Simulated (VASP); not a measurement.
# Ge32H19N in VASP: single point with PBE+D3(BJ)

Aim: the single point of Ge32H19N with PBE+D3(BJ).

All numbers are computed with VASP 6.6.1; they aren't measurements. Logs are shortened: lines on timing, memory, paths and dates and some standing lists are left out, and cuts for length are marked.

### 1 The cell of the first run

The cell holds a slab with vacuum, 52 atoms: a = 11.316 Å, b = 11.316 Å, c = 20.913 Å, α = 90.00°, β = 90.00°, γ = 90.00°.

### 2 Single point, PBE+D3(BJ)

Input file INCAR:

```
PREC     = Accurate       # precision mode
ENCUT    = 520            # plane-wave cutoff, eV
EDIFF    = 1E-7           # SCF threshold, eV
ISMEAR   = 0              # smearing method
SIGMA    = 0.03           # smearing width, eV
LREAL    = Auto         
LASPH    = T              # aspherical terms in the spheres
NELM     = 80             # most SCF steps
ALGO     = Normal         # electronic algorithm
ISIF     = 2              # what is computed and relaxed
LWAVE    = F              # write WAVECAR
LCHARG   = F              # write CHGCAR
GGA      = PE             # functional
IVDW     = 12             # dispersion correction
NBANDS   = 268            # bands
```

Input file KPOINTS:

```
regular mesh
0
Gamma
  1 1 1
```

Input file POSCAR:

```
Ge32H19N
1.0
    8.0016200000      8.0016200000      0.0000000000
   -8.0016200000      8.0016200000      0.0000000000
    0.0000000000      0.0000000000     20.9129000000
Ge H N
32 19 1
Direct
   -0.3129649996      0.3132848098      0.3426049472
   -0.1878861406     -0.3178324514      0.3428340402
    0.0531949780     -0.0523347772      0.3615409149
    0.3185085020      0.1883722296      0.3427064157
   -0.0310140322     -0.4674387811      0.3827256382
    0.2121226702     -0.2122890115      0.3583378202
    0.4677450316      0.0313006616      0.3825829034
    0.5338138402     -0.5331845926      0.3829867689
   -0.1207933518      0.3859544067      0.3038977378
   -0.1189427891     -0.1268559367      0.3010686227
    0.1277068269      0.1192697854      0.3007580489
    0.3867357485      0.3811360075      0.3033083408
    0.1134717095     -0.3773299032      0.3028527368
    0.3775484839     -0.1136922898      0.3029401470
    0.6141532590      0.1212330753      0.3037388406
    0.6195813473     -0.3864634287      0.3031495871
   -0.0010437886      0.2510284167      0.2350227372
    0.0015817422     -0.2524346945      0.2284923181
    0.2527863733     -0.0019487929      0.2284148062
    0.5001530315      0.2492693355      0.2289066079
    0.2487460039     -0.4991911638      0.2357398065
    0.4993678780     -0.2488199890      0.2357431537
    0.7489782069      0.0011651391      0.2350345959
    0.7508883201     -0.5003695502      0.2289406539
   -0.1250000000      0.1250000000      0.1644629870
   -0.1250000000     -0.3750000000      0.1644629870
    0.1250000000     -0.1250000000      0.1644629870
    0.3750000000      0.1250000000      0.1644629870
    0.1250000000     -0.6250000000      0.1644629870
    0.3750000000     -0.3750000000      0.1644629870
    0.6250000000     -0.1250000000      0.1644629870
    0.6250000000     -0.6250000000      0.1644629870
   -0.0489780195      0.0489780195      0.1195430093
   -0.2010219805      0.2010219805      0.1195430093
   -0.0489780195     -0.4510219805      0.1195430093
   -0.2010219805     -0.2989780195      0.1195430093
    0.2010219805     -0.2010219805      0.1195430093
    0.0489780195     -0.0489780195      0.1195430093
    0.4510219805      0.0489780195      0.1195430093
    0.2989780195      0.2010219805      0.1195430093
    0.2010219805     -0.7010219805      0.1195430093
    0.0489780195     -0.5489780195      0.1195430093
    0.4510219805     -0.4510219805      0.1195430093
    0.2989780195     -0.2989780195      0.1195430093
    0.7010219805     -0.2010219805      0.1195430093
    0.5489780195     -0.0489780195      0.1195430093
    0.7010219805     -0.7010219805      0.1195430093
    0.5489780195     -0.5489780195      0.1195430093
    0.0152315406     -0.0142406163      0.4300398797
    0.3292785711     -0.2244323025      0.4575317149
    0.2359532195     -0.3376345040      0.4538110927
    0.2471580755     -0.2504227894      0.4432330284
```

Potentials or basis: VASP PAW PBE potentials, release 64 (Ge_d, H, N).

Started as:

```
$ cat potpaw_PBE.64/Ge_d/POTCAR potpaw_PBE.64/H/POTCAR potpaw_PBE.64/N/POTCAR > POTCAR
$ mpirun -np 1 vasp_gam > vasp.out
```

OUTCAR:

```text
PREC = Accurate
   ENCUT = 520
   EDIFF = 1E-7
   ISMEAR = 0
   LREAL = Auto
   LASPH = T
   NELM = 80
   ISIF = 2
   GGA = PE
   IVDW = 12
 IVDW          = 12

 ion  position               nearest neighbor table
   1  0.687  0.313  0.343-   9 2.46  15 2.46   8 2.60
   2  0.812  0.682  0.343-  16 2.46  10 2.46   5 2.59
   3  0.053  0.948  0.362-  49 1.56  11 2.47  10 2.47   6 2.55
   4  0.319  0.188  0.343-  12 2.46  11 2.46   7 2.59
   5  0.969  0.533  0.383-   9 2.55  13 2.55   2 2.59
   6  0.212  0.788  0.358-  52 1.87  13 2.47  14 2.47   3 2.55
   7  0.468  0.031  0.383-  15 2.55  14 2.55   4 2.59
   8  0.534  0.467  0.383-  16 2.55  12 2.55   1 2.60
   9  0.879  0.386  0.304-   1 2.46  24 2.49  17 2.50   5 2.55
  10  0.881  0.873  0.301-   2 2.46   3 2.47  18 2.49  23 2.50
  11  0.128  0.119  0.301-   4 2.46   3 2.47  19 2.48  17 2.50
  12  0.387  0.381  0.303-   4 2.46  21 2.50  20 2.51   8 2.55
  13  0.113  0.623  0.303-  18 2.45   6 2.47  21 2.49   5 2.55
  14  0.378  0.886  0.303-  19 2.45   6 2.47  22 2.49   7 2.55
[... 16 lines left out ...]
  31  0.625  0.875  0.164-  45 1.54  46 1.54  23 2.49  22 2.49
  32  0.625  0.375  0.164-  47 1.54  48 1.54  20 2.42  24 2.42
  33  0.951  0.049  0.120-  25 1.54
  34  0.799  0.201  0.120-  25 1.54
  35  0.951  0.549  0.120-  26 1.54
  36  0.799  0.701  0.120-  26 1.54
  37  0.201  0.799  0.120-  27 1.54
  38  0.049  0.951  0.120-  27 1.54
[... 11 lines left out ...]
  50  0.329  0.776  0.458-  52 1.02
  51  0.236  0.662  0.454-  52 1.02
  52  0.247  0.750  0.443-  51 1.02  50 1.02   6 1.87

  LATTYP: Found a simple tetragonal cell.
 ALAT       =    11.3159995250
 C/A-ratio  =     1.8480824388

  Lattice vectors:

 A1 = (   8.0016200000,   8.0016200000,   0.0000000000)
 A2 = (  -8.0016200000,   8.0016200000,   0.0000000000)
 A3 = (   0.0000000000,   0.0000000000,  20.9129000000)

Analysis of symmetry for initial positions (statically):
=====================================================================
 Subroutine PRICEL returns:
 Original cell was already a primitive cell.

 Routine SETGRP: Setting up the symmetry group for a
 simple tetragonal supercell.

 Subroutine GETGRP returns: Found  1 space group operations
 (whereof  1 operations were pure point group operations)
 out of a pool of 16 trial point group operations.

The static configuration has the point symmetry C_1 .

Analysis of symmetry for dynamics (positions and initial velocities):
=====================================================================
 Subroutine PRICEL returns:
 Original cell was already a primitive cell.

 Routine SETGRP: Setting up the symmetry group for a
 simple tetragonal supercell.

 Subroutine GETGRP returns: Found  1 space group operations
 (whereof  1 operations were pure point group operations)
 out of a pool of 16 trial point group operations.

The dynamic configuration has the point symmetry C_1 .

 Subroutine INISYM returns: Found  1 space group operations
 (whereof  1 operations are pure point group operations),
 and found     1 'primitive' translations

----------------------------------------------------------------------------------------

                                     Primitive cell

  volume of cell :    2677.9354

  direct lattice vectors                    reciprocal lattice vectors
     8.001620000  8.001620000  0.000000000     0.062487346  0.062487346  0.000000000
    -8.001620000  8.001620000  0.000000000    -0.062487346  0.062487346  0.000000000
     0.000000000  0.000000000 20.912900000     0.000000000  0.000000000  0.047817376

  length of vectors
    11.315999525 11.315999525 20.912900000     0.088370453  0.088370453  0.047817376

  position of ions in fractional coordinates (direct lattice)
     0.687035000  0.313284810  0.342604947
     0.812113859  0.682167549  0.342834040
     0.053194978  0.947665223  0.361540915
     0.318508502  0.188372230  0.342706416
     0.968985968  0.532561219  0.382725638
     0.212122670  0.787710989  0.358337820
[... 44 lines left out ...]
     0.235953219  0.662365496  0.453811093
     0.247158076  0.749577211  0.443233028

  ion indices of the primitive-cell ions
   primitive index   ion index
                 1           1
                 2           2
                 3           3
                 4           4
                 5           5
                 6           6
[... 44 lines left out ...]
                51          51
                52          52

----------------------------------------------------------------------------------------

 KPOINTS: regular mesh

Automatic generation of k-mesh.
 Grid dimensions read from file:
 generate k-points for:    1    1    1

 Generating k-lattice:

  Cartesian coordinates                     Fractional coordinates (reciprocal lattice)
     0.062487346  0.062487346  0.000000000     1.000000000  0.000000000  0.000000000
    -0.062487346  0.062487346  0.000000000     0.000000000  1.000000000  0.000000000
     0.000000000  0.000000000  0.047817376     0.000000000  0.000000000  1.000000000

  Length of vectors
     0.088370453  0.088370453  0.047817376

  Shift w.r.t. Gamma in fractional coordinates (k-lattice)
     0.000000000  0.000000000  0.000000000

 Subroutine IBZKPT returns following result:
 ===========================================

 Found      1 irreducible k-points:

 Following reciprocal coordinates:
            Coordinates               Weight
  0.000000  0.000000  0.000000      1.000000
   k-points           NKPTS =      1   k-points in BZ     NKDIM =      1   number of bands    NBANDS=    268
   number of dos      NEDOS =    301   number of ions     NIONS =     52
   total plane-waves  NPLWV = ******
   dimension x,y,z NGX =    84 NGY =   84 NGZ =  160
   dimension x,y,z NGXF=   168 NGYF=  168 NGZF=  320
   ions per type =              32  19   1
   NGX,Y,Z   is equivalent  to a cutoff of  12.34, 12.34, 12.72 a.u.
   NGXF,Y,Z  is equivalent  to a cutoff of  24.68, 24.68, 25.44 a.u.
 SYSTEM =  unknown system
   PREC   = accura    normal or accurate (medium, high low for compatibility)
   ISTART =      0    job   : 0-new  1-cont  2-samecut
   ICHARG =      2    charge: 1-file 2-atom 10-const
   ISPIN  =      1    spin polarized calculation?
   LNONCOLLINEAR =      F non collinear calculations
   LSORBIT =      F    spin-orbit coupling
   LASPH  =      T    aspherical Exc in radial PAW
   ENCUT  =  520.0 eV  38.22 Ry    6.18 a.u.  21.04 21.04 38.88*2*pi/ulx,y,z
   NELM   =     80;   NELMIN=  2; NELMDL= -5     # of ELM steps
   EDIFF  = 0.1E-06   stopping-criterion for ELM
   LREAL  =      T    real-space projection
   EDIFFG = 0.1E-05   stopping-criterion for IOM
   NSW    =      0    number of steps for IOM
   IBRION =     -1    ionic relax: 0-MD 1-quasi-New 2-CG
   NFREE  =      0    steps in history (QN), initial steepest desc. (CG)
   ISIF   =      2    stress and relaxation
   ISYM   =      2    0-nonsym 1-usesym 2-fastsym
   POTIM  = 0.5000    time-step for ionic-motion
   TEBEG  =    0.0;   TEEND  =   0.0 temperature during run
   PSTRESS=    0.0 pullay stress
   NELECT =     472.0000    total number of electrons
   NUPDOWN=      -1.0000    fix difference up-down
   EMIN   =  10.00;   EMAX   =-10.00  energy-range for DOS
   EFERMI =   0.00;   METHOD = LEGACY
   ISMEAR =     0;   SIGMA  =   0.03  broadening in eV -4-tet -1-fermi 0-gaus
   EFERMI_NEDOS =   21; number of points for ismear=-14 and -15
   IALGO  =     38    algorithm
   IMIX   =      4    mixing-type and parameters
     AMIX     =   0.40;   BMIX     =  1.00
     AMIX_MAG =   1.60;   BMIX_MAG =  1.00
  volume/ion in A,a.u.               =      51.50       347.53
  Fermi-wavevector in a.u.,A,eV,Ry     =   0.917886  1.734553 11.463111  0.842515
  Thomas-Fermi vector in A             =   2.042906
   LORBIT       =      0    0 simple, 1 ext, 2 COOP (PROOUT), +10 PAW based schemes
   GGA     = PE    functional components
   LHFCALC =     F    Hartree Fock is set to
   AEXX    =    0.0000 exact exchange contribution
   IVDW    =    12    specifies the selected vdW correction
   LEPSILON=     F    determine dielectric tensor
   LRPA    =     F    only Hartree local field effects (RPA)
 non-spin polarized calculation
 Gauss-broadening in eV      SIGMA  =   0.03
  energy-cutoff  :      520.00
  volume of cell :     2677.94
 maximum number of plane-waves:     35941
   NGX = 43   NGY = 43   NGZ = 77

 number of electron     471.9999755 magnetization

 Free energy of the ion-electron system (eV)
  ---------------------------------------------------
  ext. energy  EPLUGINS =         0.00000000
  ---------------------------------------------------
  free energy    TOTEN  =      -205.27366464 eV

  energy without entropy =     -205.27366464  energy(sigma->0) =     -205.27366464

 E-fermi :  -2.0663     XC(G=0):  -3.6813

 val. band max:       -2.2295909735   @ k =   0.0000   0.0000   0.0000
 cond. band min:      -1.6701261712   @ k =   0.0000   0.0000   0.0000
 fundamental gap:      0.5594648023
 Fermi energy:        -2.0662940042

 k-point     1 :       0.0000    0.0000    0.0000
  band No.  band energies     occupation
      1     -26.7278      2.00000
      2     -26.7275      2.00000
      3     -26.7237      2.00000
      4     -26.6665      2.00000
      5     -26.6627      2.00000
      6     -26.6592      2.00000
[... 240 lines left out ...]
    247       0.3876      0.00000
    248       0.4133      0.00000
 [bands above 248 left out]

------------------------ aborting loop because EDIFF is reached ----------------------------------------

 Edisp (eV)   -7.05004

 E8    (eV) :    -3.1275

  FORCE on cell =-STRESS in cart. coord.  units (eV):
  Direction    XX          YY          ZZ          XY          YZ          ZX
  --------------------------------------------------------------------------------------
  -------------------------------------------------------------------------------------
  Total      12.54478     6.72751    -0.65882    -0.01983    -0.03726     0.02430
  in kB       7.50539     4.02499    -0.39416    -0.01187    -0.02229     0.01454
  external pressure =        3.71 kB  Pullay stress =        0.00 kB

 VOLUME and BASIS-vectors are now :
 -----------------------------------------------------------------------------
  energy-cutoff  :      520.00
  volume of cell :     2677.94
      direct lattice vectors                 reciprocal lattice vectors
     8.001620000  8.001620000  0.000000000     0.062487346  0.062487346  0.000000000
    -8.001620000  8.001620000  0.000000000    -0.062487346  0.062487346  0.000000000
     0.000000000  0.000000000 20.912900000     0.000000000  0.000000000  0.047817376

 POSITION                                       TOTAL-FORCE (eV/Angst)
 -----------------------------------------------------------------------------------
      2.99061      8.00418      7.16486         0.006581      0.000710      0.001189
      1.03978     11.95667      7.16965         0.004983      0.002368     -0.006404
     -7.15721      8.00850      7.56087        -0.008274     -0.000711      0.027952
      1.04130      4.05587      7.16699         0.003188     -0.005188      0.000301
      3.49210     12.01481      8.00390         0.007226      0.000033      0.010112
     -4.60564      8.00029      7.49388        -0.005597      0.002312      0.024832
[... 44 lines left out ...]
     -3.41199      7.18801      9.49051        -0.007784     -0.005522      0.001086
     -4.02017      7.97550      9.26929         0.006387      0.002679     -0.027171
 -----------------------------------------------------------------------------------
    total drift:                               -0.008337     -0.000783      0.002053

  FREE ENERGIE OF THE ION-ELECTRON SYSTEM (eV)
  ---------------------------------------------------
  free  energy   TOTEN  =      -212.3237081082 eV

  energy  without entropy=     -212.3237081082  energy(sigma->0) =     -212.32370811
```

It took 29 min on 1 thread of Intel Xeon Platinum 8375C at 2.90GHz (Ice Lake), shared host; peak memory 1.8 GiB.

What came out:

```yaml
Free_energy: -212.3237 eV
Largest_force: 0.622 eV/Å
Band_gap_on_the_k_mesh: 0.56 eV
Dispersion_energy_per_atom: -0.136 eV
```

Forces in eV/Å, atoms in the order of the input:
```
Ge   0.007  0.001  0.001
Ge   0.005  0.002 -0.006
Ge  -0.008 -0.001  0.028
Ge   0.003 -0.005  0.000
Ge   0.007  0.000  0.010
Ge  -0.006  0.002  0.025
Ge   0.005 -0.001  0.005
Ge  -0.002  0.000 -0.010
Ge   0.002 -0.003 -0.006
Ge   0.001  0.000 -0.001
Ge   0.001 -0.003 -0.002
Ge  -0.001 -0.009  0.002
Ge   0.005  0.005  0.001
Ge  -0.002 -0.002 -0.001
Ge   0.000  0.001 -0.003
Ge  -0.004  0.012  0.008
Ge  -0.001 -0.001 -0.001
Ge   0.007  0.004 -0.009
Ge   0.001  0.000 -0.009
Ge   0.001  0.002 -0.004
Ge  -0.004  0.001 -0.003
Ge  -0.005  0.001 -0.004
Ge   0.000 -0.001 -0.003
Ge   0.005 -0.005 -0.009
Ge  -0.119  0.004  0.512
Ge   0.044  0.042 -0.577
Ge  -0.053 -0.002 -0.474
Ge   0.043 -0.057 -0.588
Ge   0.131  0.054  0.523
Ge  -0.145  0.005  0.605
Ge   0.134 -0.053  0.525
Ge  -0.128  0.001 -0.485
H    0.031  0.000  0.026
H    0.080  0.001  0.027
H   -0.080 -0.037 -0.035
H    0.096 -0.022 -0.011
H   -0.095 -0.006 -0.014
H    0.049  0.001 -0.044
H   -0.080  0.046 -0.037
H    0.095  0.021 -0.012
H   -0.066 -0.005  0.018
H    0.006  0.005  0.027
H    0.027 -0.001  0.010
H    0.083  0.001  0.020
H   -0.066  0.009  0.015
H    0.006  0.000  0.027
H   -0.066 -0.003  0.009
H    0.052  0.001 -0.028
H    0.013 -0.002 -0.023
H   -0.006  0.000  0.000
H   -0.008 -0.006  0.001
N    0.006  0.003 -0.027
```

Caveat: the k points lie up to 0.56 Å⁻¹ apart.
